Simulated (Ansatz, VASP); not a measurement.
One calculation of W, two programs

```
W
1.0
     5.08300    0.00000    0.00000
     0.00000    5.08300    0.00000
     0.00000    0.00000    5.13383
W
8
Direct
  0.00000 0.00000 0.00000
  0.50000 0.50000 0.50000
  0.00000 0.50000 0.25000
  0.00000 0.50000 0.75000
  0.25000 0.00000 0.50000
  0.75000 0.00000 0.50000
  0.50000 0.75000 0.00000
  0.50000 0.25000 0.00000
```

Change from the starting cell: z stretched by +1 %, ions relaxed.

Alike in both runs: functional PBE; k mesh 9 × 9 × 9; occupations fermi-dirac, width 0.05 eV; no spin polarisation.

Ansatz relaxed the structure, and its values are those at the end. VASP's run is a single point on that final structure, the one shown.

```csv
,VASP,Ansatz
version,VASP 6.6.1,Ansatz 0.2.0
potentials or method,"VASP PAW PBE potentials, release 64 (W_sv)","plane-wave PAW, scalar-relativistic"
plane-wave cutoff (eV),520,420
valence electrons in the cell,112,112
```

Ansatz gave:

| Item | Value |
| --- | --- |
| pressure (GPa) | -3.4 |

Question: What did VASP give for the same quantities?

Answer: Pressure (GPa): -2.9.

Ansatz's warnings: stress scf threshold loose.

Neither program's run includes spin-orbit coupling.
